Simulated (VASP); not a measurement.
Runs of VASP 6.6.1 on CaO. The structure is that of space group P6_3/mmc (No. 194), or close to it. The cells are those of the table. 

| level | cell | smearing | gap on the mesh (eV) | pressure (GPa) |
| --- | --- | --- | --- | --- |
| PBE | a = 3.139, b = 3.139, c = 5.901 Å, angles 90.0, 90.0, 120.0°, 4 atoms | fermi-dirac 0.02 eV | 3.53 | 16.2 |
| PBE | a = 3.320, b = 3.320, c = 6.027 Å, angles 90.0, 90.0, 120.0°, 4 atoms | fermi-dirac 0.02 eV | 3.54 | -0.9 |
| r2SCAN | a = 3.139, b = 3.139, c = 5.901 Å, angles 90.0, 90.0, 120.0°, 4 atoms | gaussian 0.01 eV | (a) | 14.2 |
| r2SCAN | a = 3.320, b = 3.320, c = 6.027 Å, angles 90.0, 90.0, 120.0°, 4 atoms | gaussian 0.01 eV | 4.12 | (b) |

Alike in all rows: task single point; potentials or basis VASP PAW PBE potentials, release 64 (Ca_sv, O); no spin polarisation; k mesh 12 × 12 × 4; cutoff (eV) 520.

Estimate the missing entries.

(a) 4.10; (b) -3.1.

Caveats: the PAW data sets were made with another functional, which shifts forces and pressure a little (at least some runs); the stress differs along the axes, from 4 to 22 GPa (at least some runs); the stress differs along the axes, from -7 to 2 GPa (at least some runs); the stress differs along the axes, from 2 to 20 GPa (at least some runs); the stress differs along the axes, from -9 to 0 GPa (at least some runs).

A k mesh can miss the band edges.
